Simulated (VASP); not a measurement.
A run of VASP 6.6.1 is set up as follows.

INCAR

```
SYSTEM = LiF
PREC     = Accurate       ! precision mode
ENCUT    = 750            ! plane-wave cutoff, eV
EDIFF    = 1E-6           ! SCF threshold, eV
ISMEAR   = 0              ! smearing method
SIGMA    = 0.01           ! smearing width, eV
LREAL    = .FALSE.        ! projectors in reciprocal space
LASPH    = .TRUE.         ! aspherical terms in the spheres
NELM     = 120            ! most SCF steps
ALGO     = Normal         ! electronic algorithm
ISIF     = 2              ! what is computed and relaxed
LWAVE    = .FALSE.        ! write WAVECAR
LCHARG   = .TRUE.         ! write CHGCAR
GGA      = PE             ! functional
LELF     = .TRUE.         ! ELF
LVHAR    = .TRUE.       
NBANDS   = 12             ! bands
GGA_COMPAT= .FALSE.
```

Contents of KPOINTS:

```
Automatic mesh
0
G
  4 4 4
  0 0 0
```

The input POSCAR:

```
LiF
1.0
    0.0000000000      2.0571010639      2.0571010639
    2.0571010639      0.0000000000      2.0571010639
    2.0571010639      2.0571010639      0.0000000000
Li F
1 1
Direct
    0.0000000000      0.0000000000      0.0000000000
    0.5000000000      0.5000000000      0.5000000000
```

Potentials or basis: VASP PAW PBE potentials, release 64 (Li_sv, F).

The run is started by

```bash
$ cat potpaw_PBE.64/Li_sv/POTCAR potpaw_PBE.64/F/POTCAR > POTCAR
$ mpirun -np 1 vasp_std > vasp.out
```

Task: What does it give for the pressure?

Result: -2.7 GPa.

Task: Estimate the band gap on the k mesh.

Result: 8.53 eV, direct.

Caveat: the k points lie up to 0.66 Å⁻¹ apart.
